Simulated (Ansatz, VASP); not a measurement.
KC2: VASP beside Ansatz

```
K C
1.0
    -2.18724    2.18724    3.67977
     2.18724   -2.18724    3.67977
     2.18724    2.18724   -3.67977
K C
1 2
Direct
  0.00000 0.00000 0.00000
  0.58569 0.58569 0.00000
  0.41431 0.41431 0.00000
```

Alike in both runs: functional PBE; k mesh 6 × 6 × 6; occupations gaussian, width 0.1 eV; no spin polarisation.

Ansatz relaxed the structure, and its values are those at the end. VASP's run is a single point on that final structure, the one shown.

```csv
,VASP,Ansatz
version,VASP 6.6.1,Ansatz 0.2.0
potentials or method,"VASP PAW PBE potentials, release 64 (K_sv, C_h), cutoff 910 eV","scalar-relativistic, plane waves, PAW"
valence electrons in the cell,17,17
```

|  | VASP | Ansatz | Ansatz less VASP |
| --- | --- | --- | --- |
| gap on the k mesh at the Fermi level (eV) | none | none | - |
| rms of the force components (eV/Å) | 0.011 | 0.003 | -0.0083 |

A gap of «none» marks a metal or a gap that the smearing closes. The functional is the same, so the differences come from potentials, cutoffs and numerics.

Noted on VASP's run: the cutoff is short for stress, so the pressure is rough.
